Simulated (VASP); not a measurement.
Slab: LiH, a slab with vacuum.

```
CELL_PARAMETERS angstrom
3.08758 0.00000 0.00000
-1.54379 2.67392 0.00000
0.00000 0.00000 24.60000
ATOMIC_POSITIONS crystal
Li 0.33333 0.66667 0.33333
H 0.66667 0.33333 0.33333
```

Base run:

- Program: VASP 6.6.1
- Functional: r2SCAN
- Potentials or basis: VASP PAW PBE potentials, release 64 (Li_sv, H)
- Cutoff: 520 eV
- k mesh: 12 × 12 × 1
- Occupations: gaussian, width 0.01 eV
- Spin: no spin polarisation

Its results: band gap on the k mesh 4.03 eV, indirect (least direct gap 5.87 eV).

Question: The run is repeated on the same cell with these changes: functional from r2SCAN to PBE; further incar settings from ALGO = Normal; EDIFF = 1e-07; NBANDS = 9 to ALGO = Normal; EDIFF = 1e-06; NBANDS = 9. What comes out?

Answer: Band gap on the k mesh 3.48 eV, indirect (least direct gap 5.35 eV).

A k mesh can miss the band edges.
